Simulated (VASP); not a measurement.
Hf3AlN4, 8 atoms in the cell. Symmetry: P4/mmm, No. 123, tetragonal system. Conventional cell: a = 3.168 Å, b = 3.168 Å, c = 8.888 Å, α = 90.00°, β = 90.00°, γ = 90.00°. Within 2.9 Å of Hf (site symmetry 4mm) lie 6 N at 2.22 to 2.25 Å. Within 3.0 Å of Hf (site symmetry 4/mmm) lie 6 N at 2.24 to 2.43 Å. Al (site symmetry 4/mmm) has 6 N at 2.02 to 2.24 Å within 2.7 Å. N (site symmetry 4/mmm) has 2 Hf at 2.22 Å and 4 Al at 2.24 Å within 2.9 Å. Within 2.7 Å of N (site symmetry 4mm) lie 1 Al at 2.02 Å and 5 Hf at 2.25 to 2.43 Å. N (site symmetry 4/mmm) has 6 Hf at 2.22 to 2.24 Å within 2.9 Å. 

| Property | Result |
| --- | --- |
| Program | VASP 6.6.1 |
| Task | single point |
| Functional | PBE |
| Potentials or basis | VASP PAW PBE potentials, release 64 (Hf_pv, Al, N) |
| Cutoff | 520 eV |
| k mesh | 6 × 6 × 2 |
| Occupations | gaussian, width 0.1 eV |
| Spin | no spin polarisation |
| Dipole correction | no |
| Further INCAR settings | ALGO = Normal; EDIFF = 1e-06; NBANDS = 36 |

Potentials or basis: VASP PAW PBE potentials, release 64 (Hf_pv, Al, N).

The run is started by

```console
$ cat potpaw_PBE.64/Hf_pv/POTCAR potpaw_PBE.64/Al/POTCAR potpaw_PBE.64/N/POTCAR > POTCAR
$ mpirun -np 1 vasp_std > vasp.out
```

Hardware: 1 thread of Intel(R) Xeon(R) Platinum 8375C CPU @ 2.90GHz (Ice Lake), on a shared host.

**Question.** How long does it take, and how much memory?

**Answer.** It took 58 s on 1 thread of Intel(R) Xeon(R) Platinum 8375C CPU @ 2.90GHz (Ice Lake), with other jobs on the host, peak memory 0.22 GiB. Counts: scf iterations 14, k points 20.
